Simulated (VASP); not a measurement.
# TiO2 in VASP: single point with PBEsol

Aim: the single point of TiO2 with PBEsol.

Everything below comes from runs of VASP 6.6.1. Logs are shortened: lines on timing, memory, paths and dates and some standing lists are left out, and cuts for length are marked.

**1. The cell of the first run**

The typed cell holds 30 atoms: a = 7.639 Å, b = 7.639 Å, c = 7.639 Å, α = 102.54°, β = 113.04°, γ = 113.04°.

**2. Single point, PBEsol**

File INCAR:

```
PREC = Accurate
ENCUT = 600
EDIFF = 1E-6
ISMEAR = 0
SIGMA = 0.02
LREAL = F
LASPH = T
NELM = 120
ALGO = Normal
ISIF = 2
LWAVE = F
LCHARG = F
GGA = PS
NBANDS = 141
GGA_COMPAT = F
```

File KPOINTS:

```
Automatic mesh
0
Gamma
  2 2 2
  0.5 0.5 0.5
```

File POSCAR:

```
TiO2
1.0
    5.6531883446      1.8843961149     -4.7791527478
   -1.8843961149      5.6531883446      4.7791527478
    1.8843961149     -5.6531883446      4.7791527478
Ti O
10 20
Direct
    0.4011573793      0.7993692582      0.5997947803
    0.6011344724      0.1993714226      0.3997959100
    0.0011370562      0.9993846179     -0.0002200325
    0.8011206460      0.5993399108      0.1997531899
    0.2011202419      0.3993629216      0.7997878087
    0.1011833472      0.4494432088      0.1497982630
    0.3011869965      0.8494290833      0.9497846574
    0.7011946661      0.6494231750      0.5497606976
    0.5011506994      0.2493982949      0.7497630739
    0.9011595826      0.0493988060      0.3497584941
    0.1011740358      0.6568623541      0.3571978382
    0.3011667543      0.0568365970      0.1571831265
    0.7012210784      0.8569188296      0.7571420659
    0.5011308563      0.4567663806      0.9571908853
    0.9011648892      0.2568236466      0.5571994236
    1.0011499425      0.2068172614      0.2072196873
    0.2010800294      0.6067996486      0.0071452319
    0.6011045299      0.4068197113      0.6071841532
    0.4012441264      0.0068231548      0.8072561189
    0.8010250119      0.8067355195      0.4070791275
    0.1012127831      0.2420283235      0.9424265794
    0.3012486551      0.6419848832      0.7424061520
    0.7012449704      0.4419843086      0.3424069077
    0.5011149433      0.0419665085      0.5423332067
    0.9011087554      0.8419490260      0.1422942231
    0.4011388956      0.5919461464      0.3923687430
    0.6011300265      0.9919408531      0.1923947034
    0.0011771809      0.7920160762      0.7923256932
    0.8011483594      0.3919607198      0.9923499903
    0.2010765159      0.1918359760      0.5923950067
```

Potentials or basis: VASP PAW PBE potentials, release 64 (Ti_sv, O).

On the command line:

```console
$ cat potpaw_PBE.64/Ti_sv/POTCAR potpaw_PBE.64/O/POTCAR > POTCAR
$ mpirun -np 1 vasp_std > vasp.out
```

OUTCAR:

```text
PREC = Accurate
   ENCUT = 600
   EDIFF = 1E-6
   ISMEAR = 0
   LREAL = F
   LASPH = T
   NELM = 120
   ISIF = 2
   GGA = PS

 ion  position               nearest neighbor table
   1  0.401  0.799  0.600-  22 1.93  13 1.93  11 1.93  24 1.93  19 1.98  26 1.98
   2  0.601  0.199  0.400-  24 1.93  12 1.93  15 1.93  23 1.93  27 1.98  18 1.98
   3  0.001  0.999  1.000-  25 1.93  13 1.93  12 1.93  21 1.93  16 1.98  28 1.98
   4  0.801  0.599  0.200-  23 1.93  14 1.93  11 1.93  25 1.93  29 1.98  20 1.98
   5  0.201  0.399  0.800-  21 1.93  15 1.93  14 1.93  22 1.93  17 1.98  30 1.98
   6  0.101  0.449  0.150-  26 1.93  17 1.93  29 1.93  16 1.93  21 1.98  11 1.98
   7  0.301  0.849  0.950-  19 1.93  27 1.93  28 1.93  17 1.93  12 1.98  22 1.98
   8  0.701  0.649  0.550-  20 1.93  28 1.93  26 1.93  18 1.93  23 1.98  13 1.98
   9  0.501  0.249  0.750-  18 1.93  29 1.93  30 1.93  19 1.93  14 1.98  24 1.98
  10  0.901  0.049  0.350-  16 1.93  30 1.93  27 1.93  20 1.93  15 1.98  25 1.98
  11  0.101  0.657  0.357-   1 1.93   4 1.93   6 1.98
  12  0.301  0.057  0.157-   2 1.93   3 1.93   7 1.98
  13  0.701  0.857  0.757-   3 1.93   1 1.93   8 1.98
  14  0.501  0.457  0.957-   4 1.93   5 1.93   9 1.98
  15  0.901  0.257  0.557-   5 1.93   2 1.93  10 1.98
  16  0.001  0.207  0.207-  10 1.93   6 1.93   3 1.98
[... 12 lines left out ...]
  29  0.801  0.392  0.992-   9 1.93   6 1.93   4 1.98
  30  0.201  0.192  0.592-  10 1.93   9 1.93   5 1.98

  LATTYP: Found a body centered tetragonal cell.
 ALAT       =     8.4272756188
 C/A-ratio  =     1.1342106189

  Lattice vectors:

 A1 = (   1.8843961149,  -5.6531883446,  -4.7791527478)
 A2 = (  -1.8843961149,   5.6531883446,  -4.7791527478)
 A3 = (   5.6531883446,   1.8843961149,   4.7791527478)

Analysis of symmetry for initial positions (statically):
=====================================================================
 Subroutine PRICEL returns:
 Original cell was already a primitive cell.

 Routine SETGRP: Setting up the symmetry group for a
 body centered tetragonal supercell.

 Subroutine GETGRP returns: Found  1 space group operations
 (whereof  1 operations were pure point group operations)
 out of a pool of 16 trial point group operations.

The static configuration has the point symmetry C_1 .

Analysis of symmetry for dynamics (positions and initial velocities):
=====================================================================
 Subroutine PRICEL returns:
 Original cell was already a primitive cell.

 Routine SETGRP: Setting up the symmetry group for a
 body centered tetragonal supercell.

 Subroutine GETGRP returns: Found  1 space group operations
 (whereof  1 operations were pure point group operations)
 out of a pool of 16 trial point group operations.

The dynamic configuration has the point symmetry C_1 .

[... 144 lines left out ...]
   NELECT =     240.0000    total number of electrons
   NUPDOWN=      -1.0000    fix difference up-down
   EMIN   =  10.00;   EMAX   =-10.00  energy-range for DOS
   EFERMI =   0.00;   METHOD = LEGACY
   ISMEAR =     0;   SIGMA  =   0.02  broadening in eV -4-tet -1-fermi 0-gaus
   EFERMI_NEDOS =   21; number of points for ismear=-14 and -15
   IALGO  =     38    algorithm
   IMIX   =      4    mixing-type and parameters
     AMIX     =   0.40;   BMIX     =  1.00
     AMIX_MAG =   1.60;   BMIX_MAG =  1.00
  volume/ion in A,a.u.               =      11.31        76.35
  Fermi-wavevector in a.u.,A,eV,Ry     =   1.458490  2.756147 28.942222  2.127193
  Thomas-Fermi vector in A             =   2.575168
   LORBIT       =      0    0 simple, 1 ext, 2 COOP (PROOUT), +10 PAW based schemes
   GGA     = PS    functional components
   LHFCALC =     F    Hartree Fock is set to
   AEXX    =    0.0000 exact exchange contribution
   IVDW    =     0    specifies the selected vdW correction
   LEPSILON=     F    determine dielectric tensor
   LRPA    =     F    only Hartree local field effects (RPA)
 non-spin polarized calculation
 Gauss-broadening in eV      SIGMA  =   0.02
  energy-cutoff  :      600.00
  volume of cell :      339.41
 maximum number of plane-waves:     11347
 NGX is ok and might be reduce to    64
   NGX = 31   NGY = 31   NGZ = 31

 number of electron     240.0000001 magnetization

 Free energy of the ion-electron system (eV)
  ---------------------------------------------------
  ext. energy  EPLUGINS =         0.00000000
  ---------------------------------------------------
  free energy    TOTEN  =      -281.11425356 eV

  energy without entropy =     -281.11425356  energy(sigma->0) =     -281.11425356

 E-fermi :   3.3444     XC(G=0): -11.0340

 val. band max:        3.1976901426   @ k =   0.2500  -0.2500   0.2500
 cond. band min:       5.5052179787   @ k =  -0.2500   0.2500   0.2500
 fundamental gap:      2.3075278362
 Fermi energy:         3.3443655354

 k-point     1 :       0.2500    0.2500    0.2500
  band No.  band energies     occupation
      1     -52.7785      2.00000
      2     -52.7785      2.00000
      3     -52.7784      2.00000
      4     -52.7784      2.00000
      5     -52.7580      2.00000
      6     -52.7580      2.00000
[... 529 lines left out ...]
    131       6.7227      0.00000
    132       6.8429      0.00000
 [bands above 132 left out]

------------------------ aborting loop because EDIFF is reached ----------------------------------------

  FORCE on cell =-STRESS in cart. coord.  units (eV):
  Direction    XX          YY          ZZ          XY          YZ          ZX
  --------------------------------------------------------------------------------------
  -------------------------------------------------------------------------------------
  Total        1.0587666      1.0557949      1.1147558     -0.0000137     -0.0011148     -0.0031232
  in kB        4.9978763      4.9838485      5.2621718     -0.0000649     -0.0052622     -0.0147429
  external PRESSURE =       5.0812989 kB  Pullay stress =       0.0000000 kB

 VOLUME and BASIS-vectors are now :
 -----------------------------------------------------------------------------
  energy-cutoff  :      600.00
  volume of cell :      339.41
      direct lattice vectors                 reciprocal lattice vectors
     5.653188345  1.884396115 -4.779152748     0.159202196  0.053067399  0.000000000
    -1.884396115  5.653188345  4.779152748     0.053067399  0.106134797  0.104621054
     1.884396115 -5.653188345  4.779152748     0.106134797 -0.053067399  0.104621054

 POSITION                                       TOTAL-FORCE (eV/Angst)
 -----------------------------------------------------------------------------------
      1.89174      1.88417      4.76963        -0.000350      0.000520      0.000087
      3.77601     -0.00026     -0.00940         0.000000      0.000622     -0.000112
      0.00717     -0.00009      9.54888         0.000572      0.000599     -0.000267
      3.77591      3.76857     -0.00969         0.000118      0.001207      0.000732
      1.89153     -1.88469      4.76974         0.000321      0.000834     -0.000395
      0.00736      1.88462      2.38030        -0.000260     -0.000628     -0.000911
[... 22 lines left out ...]
      5.66041     -1.88443      2.78702         0.000277     -0.000269     -0.018360
      1.89154     -1.88553      2.78698         0.000237      0.001968     -0.018204
 -----------------------------------------------------------------------------------
    total drift:                                0.000513      0.000084      0.000330

  FREE ENERGIE OF THE ION-ELECTRON SYSTEM (eV)
  ---------------------------------------------------
  free  energy   TOTEN  =      -281.1142535578 eV

  energy  without entropy=     -281.1142535578  energy(sigma->0) =     -281.11425356
```

stdout:

```text
POSCAR found type information on POSCAR TiO
 POSCAR found :  2 types and      30 ions
 scaLAPACK will be used
 -----------------------------------------------------------------------------
|                                                                             |
|                                                                             |
|     You have a (more or less) 'large supercell' and for larger cells it     |
|     might be more efficient to use real-space projection operators.         |
|     Therefore, try LREAL= Auto in the INCAR file.                           |
|     Mind: For very accurate calculation, you might also keep the            |
|     reciprocal projection scheme (i.e. LREAL=.FALSE.).                      |
|                                                                             |
 -----------------------------------------------------------------------------

 -----------------------------------------------------------------------------
|                                                                             |
|                                                                             |
|     You enforced a specific xc type in the INCAR file but a different       |
|     I HOPE YOU KNOW WHAT YOU ARE DOING!                                     |
|                                                                             |
 -----------------------------------------------------------------------------

 LDA part: xc-table for (Slater+PW92), standard interpolation
 POSCAR, INCAR and KPOINTS ok, starting setup
 FFT: planning ... GRIDC
 FFT: planning ... GRID_SOFT
 FFT: planning ... GRID
 WAVECAR not read
 entering main loop
```

Wall time 12 min (1 thread of AMD EPYC 7R43 (Zen 3), shared host); peak memory 0.61 GiB.

Results:

| Item | Value |
| --- | --- |
| Free energy | -281.1143 eV |
| Pressure | 0.5 GPa |
| Largest force | 0.019 eV/Å |
| Band gap on the k mesh | 2.31 eV |

Forces on the atoms (eV/Å):
```
Ti   0.000  0.001  0.000
Ti   0.000  0.001  0.000
Ti   0.001  0.001  0.000
Ti   0.000  0.001  0.001
Ti   0.000  0.001  0.000
Ti   0.000 -0.001 -0.001
Ti   0.000 -0.001  0.000
Ti   0.000 -0.001  0.000
Ti   0.000  0.000  0.000
Ti   0.000 -0.001  0.000
O    0.000  0.000  0.018
O    0.000  0.000  0.019
O    0.000 -0.002  0.018
O    0.000  0.001  0.019
O    0.000  0.000  0.018
O    0.000  0.001  0.018
O    0.001  0.000  0.019
O    0.000  0.000  0.018
O   -0.001  0.001  0.018
O    0.001  0.001  0.019
O    0.000  0.000 -0.019
O   -0.001  0.000 -0.018
O   -0.001  0.000 -0.018
O    0.000  0.000 -0.018
O    0.001 -0.001 -0.018
O    0.000  0.000 -0.018
O    0.000  0.001 -0.018
O    0.000 -0.001 -0.018
O    0.000  0.000 -0.018
O    0.000  0.002 -0.018
```

Caveat: the PAW data sets were made with another functional, which shifts forces and pressure a little. A k mesh can miss the band edges.
